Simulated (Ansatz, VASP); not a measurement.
# One calculation of As, two programs

Contents of INCAR:

```
ALGO     = Normal         # electronic algorithm
DIPOL    = 0.5 0.5 0.371
EDIFF    = 1E-7           # SCF threshold, eV
ENCUT    = 520            # plane-wave cutoff, eV
GGA      = PE             # functional
IDIPOL   = 3            
ISIF     = 2              # what is computed and relaxed
ISMEAR   = 0              # smearing method
IVDW     = 12             # dispersion correction
LASPH    = True           # aspherical terms in the spheres
LCHARG   = False          # write CHGCAR
LDIPOL   = True         
LREAL    = False          # projectors in reciprocal space
LWAVE    = False          # write WAVECAR
NBANDS   = 18             # bands
NELM     = 100            # most SCF steps
PREC     = Accurate       # precision mode
SIGMA    = 0.05           # smearing width, eV
```

The input KPOINTS:

```
k-points
0
Gamma
  9 9 1
```

File POSCAR:

```
As
1.0
    3.5716242768      0.0000000000      0.0000000000
   -1.7858121384      3.0931173565      0.0000000000
    0.0000000000      0.0000000000     20.2951239260
As
4
Direct
    0.3333333333      0.6666666667      0.2217281361
    0.6666666667      0.3333333333      0.2905900937
    1.0000000000      1.0000000000      0.4517125392
    1.3333333333      0.6666666667      0.5205744968
```

Input for Ansatz:

```yaml
crystal:
  lattice:
    - [3.5716243461, 0.0, 0.0]
    - [-1.7858121731, 3.0931174165, 0.0]
    - [0.0, 0.0, 20.295123953]
  atoms:
    - { symbol: As, position: [0.3333333333, 0.6666666667, 0.2217281358] }
    - { symbol: As, position: [0.6666666667, 0.3333333333, 0.290590094] }
    - { symbol: As, position: [1.0, 1.0, 0.4517125393] }
    - { symbol: As, position: [1.3333333333, 0.6666666667, 0.5205744975] }
basis:
  ecutwfc: 420
kpoints:
  mp_grid: { grid: [9, 9, 1] }
hamiltonian:
  xc: pbe
  dispersion: d3bj
scf:
  occupations: { method: gaussian, width: 0.05 }
output:
  forces: true
  eigenvalues: true
efield:
  axis: 3
  dipole_correction: true
  ramp_width: 0.04
```

Alike in both runs: task single point; functional PBE; dispersion D3(BJ); k mesh 9 × 9 × 1; occupations gaussian, width 0.05 eV; no spin polarisation.

```csv
,VASP,Ansatz
version,VASP 6.6.1,Ansatz 0.2.0
potentials or method,"VASP PAW PBE potentials, release 64 (As), cutoff 520 eV","scalar-relativistic, plane waves, PAW"
valence electrons in the cell,20,60
```

```tsv
	VASP	Ansatz	Ansatz less VASP
gap on the k mesh at the Fermi level (eV)	0.98	1.01	+0.023
least direct gap on the mesh (eV)	1.76	1.78	+0.024
rms of the force components (eV/Å)	0.043	0.023	-0.0200
```

Atom by atom the forces differ by 0.052 eV/Å (rms over components). VASP's potentials hold 20 valence electrons a cell and Ansatz's 60, so a difference there can come from the potentials and not from the codes.
